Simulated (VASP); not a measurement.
A run of VASP 6.6.1 is set up as follows.

Contents of INCAR:

```
  PREC = Accurate
  ENCUT = 520
  EDIFF = 1E-7
  ISMEAR = 1
  SIGMA = 0.1055
  LREAL = False
  LASPH = True
  NELM = 80
  ALGO = Normal
  ISIF = 2
  LWAVE = False
  LCHARG = False
  GGA = PS
  NBANDS = 16
```

File KPOINTS:

```
regular mesh
0
Gamma
  6 6 6
```

Contents of POSCAR:

```
AlRu
1.0
    3.0300820000      0.0000000000      0.0000000000
    0.0000000000      3.0300820000      0.0000000000
    0.0000000000      0.0000000000      3.0300820000
Ru Al
1 1
Direct
    0.5000000000      0.5000000000      0.5000000000
    0.0000000000      0.0000000000      0.0000000000
```

Potentials or basis: VASP PAW PBE potentials, release 64 (Ru_pv, Al).

Run with:

```sh
$ cat potpaw_PBE.64/Ru_pv/POTCAR potpaw_PBE.64/Al/POTCAR > POTCAR
$ mpirun -np 1 vasp_std > vasp.out
```

**Question.** Estimate the pressure.

**Answer.** -10.6 GPa.

Caveat: the PAW data sets were made with another functional, which shifts forces and pressure a little.
